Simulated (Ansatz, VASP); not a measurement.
Li2Pt: VASP beside Ansatz

File INCAR:

```
SYSTEM = Li2Pt
PREC = Accurate
ENCUT = 520
EDIFF = 1E-8
ISMEAR = -1
SIGMA = 0.03
LREAL = .FALSE.
LASPH = .TRUE.
NELM = 60
ALGO = Normal
ISIF = 2
LWAVE = .FALSE.
LCHARG = .FALSE.
GGA = CA
LEFG = .TRUE.
NBANDS = 15
```

The input KPOINTS:

```
Automatic mesh
0
G
  9 9 12
  0 0 0
```

File POSCAR:

```
Li2Pt
1.0
    4.1859989866     -0.0209299949     -0.0209299949
   -2.1111254006      3.6356464602     -0.0076609098
   -0.0133050000     -0.0133050000      2.6610000000
Li Pt
2 1
Direct
    0.3333333333      0.6666666667      0.5000000000
    0.6666666667      0.3333333333      0.5000000000
    0.0000000000      0.0000000000      0.0000000000
```

Input for Ansatz:

```yaml
crystal:
  lattice:
    - [4.1859989866, -0.0209299949, -0.0209299949]
    - [-2.1111254006, 3.6356464602, -0.0076609098]
    - [-0.013305, -0.013305, 2.661]
  atoms:
    - { symbol: Li, position: [0.3333333333, 0.6666666667, 0.5] }
    - { symbol: Li, position: [0.6666666667, 0.3333333333, 0.5] }
    - { symbol: Pt, position: [0.0, 0.0, 0.0] }
kpoints:
  mp_grid: { grid: [9, 9, 12] }
scf:
  occupations: { method: fermi_dirac, width: 0.03 }
hamiltonian:
  xc: lda
  pseudopotentials: { kind: paw }
output:
  forces: true
  stress: true
  eigenvalues: true
  efg: { contact_densities: true }
```

Change from the starting cell: equal xy, yz and zx shear strains of -1 %, PAW files.

Alike in both runs: task electric field gradients; functional LDA; k mesh 9 × 9 × 12; occupations fermi-dirac, width 0.03 eV; no spin polarisation.

|  | VASP | Ansatz |
| --- | --- | --- |
| version | VASP 6.6.1 | Ansatz 0.2.0 |
| potentials or method | VASP PAW LDA potentials, release 64 (Li_sv, Pt) | PAW with Ansatz's default frozen-core files, scalar-relativistic |
| plane-wave cutoff (eV) | 520 | 420 |
| valence electrons in the cell | 16 | 24 |

Ansatz gave:

- rms of the force components (eV/Å): 0.010
- size of Vzz on the site where it differs most (V/Å²): 233.3

Estimate VASP's values.

rms of the force components (eV/Å): 0.010; size of Vzz on the site where it differs most (V/Å²): 310.4.

LDA's correlation is that of Perdew and Zunger in VASP and of Perdew and Wang (1992) in Ansatz. Atom by atom the forces differ by 0.000 eV/Å (rms over components). VASP's potentials hold 16 valence electrons a cell and Ansatz's 24, so a difference there can come from the potentials and not from the codes.

Neither program's run includes spin-orbit coupling. Noted on VASP's run: the cutoff is under 1.25 times that of the potentials, so the pressure is a little rough.
